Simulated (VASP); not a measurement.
A run of VASP 6.6.1:

Contents of INCAR:

```
SYSTEM = CaHg
ALGO = Normal
EDIFF = 1E-7
EDIFFG = -0.02
ENCUT = 600
IBRION = 2
ISIF = 3
ISMEAR = -1
LASPH = .True.
LCHARG = .False.
LREAL = .False.
LWAVE = .False.
NELM = 60
NSW = 60
PREC = Accurate
SIGMA = 0.15
```

The input KPOINTS:

```
k-points
0
Gamma
  5 5 5
  0 0 0
```

Contents of POSCAR:

```
CaHg
1.0
    3.7546546800      0.0000000000      0.0000000000
    0.0000000000      3.7546546800      0.0000000000
    0.0000000000      0.0000000000      3.7546546800
Ca Hg
1 1
Direct
    0.0000000000      0.0000000000      0.0000000000
    0.5000000000      0.5000000000      0.5000000000
```

Potentials or basis: VASP PAW LDA potentials, release 64 (Ca_sv, Hg).

Run with:

```bash
$ cat potpaw_LDA.64/Ca_sv/POTCAR potpaw_LDA.64/Hg/POTCAR > POTCAR
$ mpirun -np 1 vasp_std > vasp.out
```

Hardware: 1 thread of Intel(R) Xeon(R) 6975P-C (Granite Rapids), with other jobs on the host.

Q: How long does it take, and how much memory?

A: Wall time 7.4 s on 1 thread of Intel(R) Xeon(R) 6975P-C (Granite Rapids), with other jobs on the host, peak memory 0.15 GiB. Counts: scf iterations 23, k points 10, ion steps 2.
